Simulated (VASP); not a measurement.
SnO, 4 atoms in the cell. Symmetry: Pmn2_1, No. 31, orthorhombic system. Conventional cell: a = 3.298 Å, b = 5.604 Å, c = 3.638 Å, α = 90.00°, β = 90.00°, γ = 90.00°. Sn (site symmetry m) has 3 O at 2.13 to 2.15 Å within 2.8 Å. Within 3.1 Å of O (site symmetry m) lie 5 Sn at 2.13 to 3.01 Å and 4 O at 2.82 Å. 

| Item | Value |
| --- | --- |
| Program | VASP 6.6.1 |
| Task | single point |
| Functional | PBEsol |
| Dispersion | D3(BJ) |
| Potentials or basis | VASP PAW PBE potentials, release 64 (Sn_d, O) |
| Cutoff | 520 eV |
| k mesh | 6 × 4 × 6 |
| Occupations | gaussian, width 0.01 eV |
| Spin | no spin polarisation |
| Dipole correction | no |
| Further INCAR settings | ALGO = Normal; EDIFF = 1e-07; NBANDS = 28 |

Potentials or basis: VASP PAW PBE potentials, release 64 (Sn_d, O).

The run is started by

```console
$ cat potpaw_PBE.64/Sn_d/POTCAR potpaw_PBE.64/O/POTCAR > POTCAR
$ mpirun -np 1 vasp_std > vasp.out
```

Hardware: 1 thread of Intel(R) Xeon(R) Platinum 8559C (Emerald Rapids), on a shared host.

Question: How long does it take, and how much memory?

Answer: Run time: 48 s on 1 thread of Intel(R) Xeon(R) Platinum 8559C (Emerald Rapids), on a shared host, peak memory 0.22 GiB. Counts: scf iterations 15, k points 48.
